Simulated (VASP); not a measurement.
SiC: single point with r2SCAN

The system is SiC.

```xyz
2
Lattice="0.0000 2.1781 2.1781 2.1781 0.0000 2.1781 2.1781 2.1781 0.0000" Properties=species:S:1:pos:R:3 pbc="T T T"
Si    0.0000    0.0000    0.0000
C     3.2672    3.2672    3.1172
```

This cell differs from its parent crystal: atom 2 (C) moved by (+0.000, -0.150) A along [1 1 0] and z.

* Program: VASP 6.6.1
* Task: single point
* Functional: r2SCAN
* Potentials or basis: VASP PAW PBE potentials, release 64 (Si, C)
* Cutoff: 520 eV
* k mesh: 10 × 10 × 10
* Occupations: gaussian, width 0.05 eV
* Spin: no spin polarisation

- Pressure: 2.5 GPa
- Largest force: 2.868 eV/Å
- Band gap on the k mesh: 1.00 eV (least direct gap 4.68 eV)

Forces on the atoms (eV/Å):
```
Si   0.000  0.000 -2.868
C    0.000  0.000  2.868
```

Stress tensor (GPa, compression positive):
```
 3.86 -9.03  0.00
-9.03  3.86  0.00
 0.00  0.00 -0.25
```

Levels at points of the mesh, in eV from the valence-band top:
| k point | band 1 | band 2 | band 3 | band 4 | band 5 | band 6 | band 7 | band 8 |
| --- | --- | --- | --- | --- | --- | --- | --- | --- |
| (0.00, 0.00, 0.00) | -16.86 | -1.47 | -0.61 | 0.00 | 6.07 | 6.97 | 7.19 | 7.57 |
| (0.50, 0.00, 0.00) | -13.13 | -9.80 | -2.03 | -1.18 | 5.23 | 6.65 | 7.82 | 10.23 |
| (0.00, 0.00, 0.50) | -13.37 | -9.19 | -2.46 | -1.39 | 5.25 | 6.44 | 7.51 | 10.26 |
| (0.50, 0.50, 0.00) | -11.82 | -8.65 | -4.44 | -3.65 | 1.03 | 4.21 | 14.45 | 14.48 |
| (0.00, 0.50, 0.50) | -11.80 | -8.77 | -3.95 | -3.92 | 1.00 | 4.03 | 14.40 | 14.63 |

Wall time 2.7 min on 1 thread of Intel Xeon 8259CL (shared host), peak memory 0.16 GiB.

Caveat: the cell differs from its parent crystal (atom 2 (C) moved by (+0.000, -0.150) A along [1 1 0] and z); the PAW data sets were made with another functional, which shifts forces and pressure a little. A k mesh can miss the band edges.
